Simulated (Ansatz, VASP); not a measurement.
## BP: VASP beside Ansatz

INCAR

```
SYSTEM = BP
PREC     = Accurate       ! precision mode
ENCUT    = 520            ! plane-wave cutoff, eV
EDIFF    = 1E-7           ! SCF threshold, eV
ISMEAR   = 0              ! smearing method
SIGMA    = 0.1            ! smearing width, eV
LREAL    = .FALSE.        ! projectors in reciprocal space
LASPH    = .TRUE.         ! aspherical terms in the spheres
NELM     = 100            ! most SCF steps
ALGO     = Normal         ! electronic algorithm
ISIF     = 2              ! what is computed and relaxed
LWAVE    = .FALSE.        ! write WAVECAR
LCHARG   = .FALSE.        ! write CHGCAR
GGA      = PE             ! functional
NBANDS   = 26             ! bands
```

File KPOINTS:

```
Automatic mesh
0
G
  4 6 6
  0 0 0
```

POSCAR

```
BP
1.0
    6.1311242200      0.0000000000      0.0000000000
    0.0000000000      3.4909820300      0.0000000000
    0.0000000000      0.0000000000      3.3054867500
B P
4 4
Direct
    0.7500000000      0.0000000000      0.3554073800
    0.0000000000      0.5000000000      0.0000000000
    0.2500000000      0.0000000000      0.6445926200
    0.5000000000      0.5000000000      0.0000000000
    0.7500000000      0.5000000000      0.6445926200
    0.0000000000      0.0000000000      0.0000000000
    0.2500000000      0.5000000000      0.3554073800
    0.5000000000      0.0000000000      0.0000000000
```

Input for Ansatz:

```yaml
crystal:
  lattice:
    - [6.13112422, 0.0, 0.0]
    - [0.0, 3.49098203, 0.0]
    - [0.0, 0.0, 3.30548675]
  atoms:
    - { symbol: B, position: [0.75, 0.0, 0.35540738] }
    - { symbol: B, position: [0.0, 0.5, 0.0] }
    - { symbol: B, position: [0.25, 0.0, 0.64459262] }
    - { symbol: B, position: [0.5, 0.5, 0.0] }
    - { symbol: P, position: [0.75, 0.5, 0.64459262] }
    - { symbol: P, position: [0.0, 0.0, 0.0] }
    - { symbol: P, position: [0.25, 0.5, 0.35540738] }
    - { symbol: P, position: [0.5, 0.0, 0.0] }
basis:
  ecutwfc: 420
kpoints:
  mp_grid: { grid: [4, 6, 6] }
hamiltonian:
  xc: pbe
scf:
  occupations: { method: gaussian, width: 0.1 }
  lower_state_search: "off"
output:
  forces: true
  stress: true
  eigenvalues: true
```

Alike in both runs: task single point; functional PBE; k mesh 4 × 6 × 6; occupations gaussian, width 0.1 eV; no spin polarisation.

```csv
,VASP,Ansatz
version,VASP 6.6.1,Ansatz 0.2.0
potentials or method,"VASP PAW PBE potentials, release 64 (B, P), cutoff 520 eV","scalar-relativistic, plane waves, PAW"
valence electrons in the cell,32,32
```

Ansatz gave:

| Item | Value |
| --- | --- |
| gap on the k mesh at the Fermi level (eV) | none |
| rms of the force components (eV/Å) | 0.922 |

Problem. Which values does VASP return?

Solution. gap on the k mesh at the Fermi level (eV): none; rms of the force components (eV/Å): 0.916.

Atom by atom the forces differ by 0.007 eV/Å (rms over components). A gap of «none» marks a metal or a gap that the smearing closes. With one functional, cell and mesh, what is left measures potentials, basis and numerics.
